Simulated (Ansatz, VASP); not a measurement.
**Mg: VASP beside Ansatz**

INCAR

```
PREC = Accurate
ENCUT = 520
EDIFF = 1E-6
ISMEAR = 0
SIGMA = 0.15
LREAL = False
LASPH = True
NELM = 60
ALGO = Normal
ISIF = 2
LWAVE = False
LCHARG = False
GGA = PE
NBANDS = 7
```

KPOINTS

```
regular mesh
0
Gamma
  18 18 16
```

The input POSCAR:

```
Mg
1.0
    3.1723117925      0.0000000000      0.0000000000
   -1.5861558963      2.7473026010      0.0000000000
    0.0000000000      0.0000000000      2.8012505644
Mg
1
Direct
    0.0000000000      0.0000000000      0.0000000000
```

Input for Ansatz:

```yaml
crystal:
  lattice:
    - [3.1723117925, 0.0, 0.0]
    - [-1.5861558963, 2.747302601, 0.0]
    - [0.0, 0.0, 2.8012505644]
  atoms:
    - { symbol: Mg, position: [0.0, 0.0, 0.0] }
basis:
  ecutwfc: 420
kpoints:
  mp_grid: { grid: [18, 18, 16] }
hamiltonian:
  xc: pbe
scf:
  occupations: { method: gaussian, width: 0.15 }
output:
  forces: true
  stress: true
  eigenvalues: true
```

Change from the starting cell: strain +0.040 along x and y, -0.080 along z, atoms carried along.

Alike in both runs: task single point; functional PBE; k mesh 18 × 18 × 16; occupations gaussian, width 0.15 eV; no spin polarisation.

|  | VASP | Ansatz |
| --- | --- | --- |
| version | VASP 6.6.1 | Ansatz 0.2.0 |
| potentials or method | VASP PAW PBE potentials, release 64 (Mg), cutoff 520 eV | scalar-relativistic, plane waves, PAW |
| valence electrons in the cell | 2 | 10 |

|  | VASP | Ansatz | Ansatz less VASP |
| --- | --- | --- | --- |
| gap on the k mesh at the Fermi level (eV) | none | none | - |
| pressure (GPa) | 1.4 | 1.5 | +0.08 |
| traceless stress, the component that is largest in VASP (GPa) | 6.62 | 6.60 | -0.026 |

A gap of «none» marks a metal or a gap that the smearing closes. VASP's potentials hold 2 valence electrons a cell and Ansatz's 10, so a difference there can come from the potentials and not from the codes.
